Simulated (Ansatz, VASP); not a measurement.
## One calculation of P2Se2O, two programs

```
P Se O
1.0
     4.35447    0.00000    0.00000
    -2.17723    3.77108    0.00000
     0.00000    0.00000    7.07527
P Se O
2 2 1
Direct
  0.33333 0.66667 0.00000
  0.66667 0.33333 0.00000
  0.00000 0.00000 0.78088
  0.00000 0.00000 0.21912
  0.00000 0.00000 0.50000
```

Alike in both runs: task relaxation of cell and atoms; functional PBE; dispersion D3(BJ); k mesh 6 × 6 × 4; occupations gaussian, width 0.1 eV; no spin polarisation.

|  | VASP | Ansatz |
| --- | --- | --- |
| version | VASP 6.6.1 | Ansatz 0.2.0 |
| potentials or method | VASP PAW PBE potentials, release 64 (P, Se, O), cutoff 600 eV | scalar-relativistic, plane waves, PAW |
| valence electrons in the cell | 28 | 48 |

```csv
,VASP,Ansatz,Ansatz less VASP
"gap on the k mesh at the Fermi level, each at its own relaxed structure (eV)",none,none,-
relaxed volume (Å³/atom),20.02,20.10,+0.080
relaxed cell length with the largest relative difference (Å),7.480,7.492,+0.0120
```

A gap of «none» marks a metal or a gap that the smearing closes. VASP's potentials hold 28 valence electrons a cell and Ansatz's 48, so a difference there can come from the potentials and not from the codes.
